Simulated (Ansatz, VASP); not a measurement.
## One calculation of MnS, two programs

Contents of INCAR:

```
  ALGO = Normal
  EDIFF = 1E-7
  ENCUT = 520
  GGA = PS
  ISIF = 2
  ISMEAR = 1
  ISPIN = 2
  IVDW = 13
  LASPH = True
  LCHARG = False
  LMAXMIX = 4
  LORBIT = 11
  LREAL = False
  LWAVE = False
  MAGMOM = 2.8 0
  NBANDS = 20
  NELM = 150
  PREC = Accurate
  SIGMA = 0.2
```

Contents of KPOINTS:

```
k-points
0
Gamma
  6 6 6
```

POSCAR

```
MnS
1.0
    0.0000000000      2.8000000000      2.8000000000
    2.8000000000      0.0000000000      2.8000000000
    2.8000000000      2.8000000000      0.0000000000
Mn S
1 1
Direct
    0.0000000000      0.0000000000      0.0000000000
    0.2500000000      0.2500000000      0.2500000000
```

Input for Ansatz:

```yaml
crystal:
  lattice:
    - [0.0, 2.8, 2.8]
    - [2.8, 0.0, 2.8]
    - [2.8, 2.8, 0.0]
  atoms:
    - { symbol: Mn, position: [0.0, 0.0, 0.0], spin: 2.8 }
    - { symbol: S, position: [0.25, 0.25, 0.25], spin: 0.0 }
basis:
  ecutwfc: 630.0
kpoints:
  mp_grid:
    grid: [6, 6, 6]
hamiltonian:
  xc: pbesol
  dispersion: d4
  hubbard:
    - { species: Mn, l: d, u_eff: 0.0 }
magnetization:
  spin_polarized: true
scf:
  n_extra_bands: 8
  convergence:
    dr2_threshold: 1.0e-09
  lower_state_search: standard
  mixing:
    algorithm: msr1
  occupations:
    method: methfessel_paxton
    width: 0.2
output:
  eigenvalues: true
```

Alike in both runs: task single point; functional PBEsol; dispersion D4; k mesh 6 × 6 × 6; occupations methfessel-paxton of order 1, width 0.2 eV; collinear spin.

```csv
,VASP,Ansatz
version,VASP 6.6.1,Ansatz 0.2.0
potentials or method,"VASP PAW PBE potentials, release 64 (Mn_pv, S), cutoff 520 eV","plane waves, PAW"
valence electrons in the cell,19,21
```

```csv
,VASP,Ansatz,Ansatz less VASP
gap on the k mesh at the Fermi level (eV),none,none,-
net moment per atom (μB),2.43,2.43,0.000
size of the moment on the site where the two differ most (μB),4.29,4.12,-0.170
```

VASP's potentials were made for PBE, not for PBEsol. Site moments also hang on the region over which each program counts them. A gap of «none» marks a metal or a gap that the smearing closes. VASP's potentials hold 19 valence electrons a cell and Ansatz's 21, so a difference there can come from the potentials and not from the codes. Ansatz's warnings: stability check not made.
